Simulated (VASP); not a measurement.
Input of a VASP 6.6.1 run:

Contents of INCAR:

```
SYSTEM = PtSe2
  PREC = Accurate
  ENCUT = 520
  EDIFF = 1E-7
  ISMEAR = 0
  SIGMA = 0.15
  LREAL = .FALSE.
  LASPH = .TRUE.
  NELM = 100
  ALGO = Normal
  ISIF = 2
  LWAVE = .FALSE.
  LCHARG = .TRUE.
  GGA = PS
  LELF = .TRUE.
  LVHAR = .TRUE.
  NBANDS = 18
```

File KPOINTS:

```
Automatic mesh
0
G
  12 12 10
  0 0 0
```

The input POSCAR:

```
PtSe2
1.0
    3.4260805562      0.0000000000      0.0000000000
   -1.7130402781      2.9670727971      0.0000000000
    0.0000000000      0.0000000000      4.8595200000
Pt Se
1 2
Direct
    0.0000000000      0.0000000000      0.0000000000
    0.3333333333      0.6666666667      0.2500000000
    0.6666666667      0.3333333333      0.7500000000
```

Potentials or basis: VASP PAW PBE potentials, release 64 (Pt, Se).

Launch:

```sh
$ cat potpaw_PBE.64/Pt/POTCAR potpaw_PBE.64/Se/POTCAR > POTCAR
$ mpirun -np 1 vasp_std > vasp.out
```

Problem. Estimate the largest force.

Solution. 4.122 eV/Å.

Problem. Estimate the band gap on the k mesh.

Solution. Zero (band 11 reaches 9.80 eV, above the bottom of band 12 at 9.60 eV).

Problem. What does it give for the pressure?

Solution. 52.3 GPa.

Forces on the atoms (eV/Å):
```
Pt   0.000  0.000  0.000
Se   0.000  0.000  4.122
Se   0.000  0.000 -4.122
```

Caveat: the cell differs from its parent crystal (strain -0.080 along x and y, -0.040 along z); the PAW data sets were made with another functional, which shifts forces and pressure a little; spin-orbit coupling is left out, which moves the levels of the heavy elements.
